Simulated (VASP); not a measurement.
A run of VASP 6.6.1 is set up as follows.

Contents of INCAR:

```
SYSTEM = Sb
PREC = Accurate
ENCUT = 520
EDIFF = 1E-6
ISMEAR = 1
SIGMA = 0.1
LREAL = .False.
LASPH = .True.
NELM = 80
ALGO = Normal
ISIF = 2
LWAVE = .False.
LCHARG = .True.
LELF = .True.
LVHAR = .True.
NBANDS = 12
```

File KPOINTS:

```
regular mesh
0
Gamma
  9 9 9
  0 0 0
```

POSCAR

```
Sb
1.0
    2.1456002536      1.2387628840      3.6587425366
   -2.1456002536      1.2387628840      3.6587425366
    0.0000000000     -2.4775257680      3.6587425366
Sb
2
Direct
    0.2359371474      0.2359371474      0.2359371474
    0.7640628526      0.7640628526      0.7640628526
```

Potentials or basis: VASP PAW LDA potentials, release 64 (Sb).

Run with:

```console
$ cat potpaw_LDA.64/Sb/POTCAR > POTCAR
$ mpirun -np 1 vasp_std > vasp.out
```

Q: Estimate the pressure.

A: 0.4 GPa.

Q: What does it give for the largest force?

A: 0.032 eV/Å.

Q: What does it give for the band gap on the k mesh?

A: 0.02 eV, indirect (least direct gap 0.44 eV).

Stress tensor (GPa, compression positive):
```
0.39 0.00 0.00
0.00 0.39 0.00
0.00 0.00 0.26
```

Caveat: spin-orbit coupling is left out, which moves the levels of the heavy elements. A k mesh can miss the band edges.
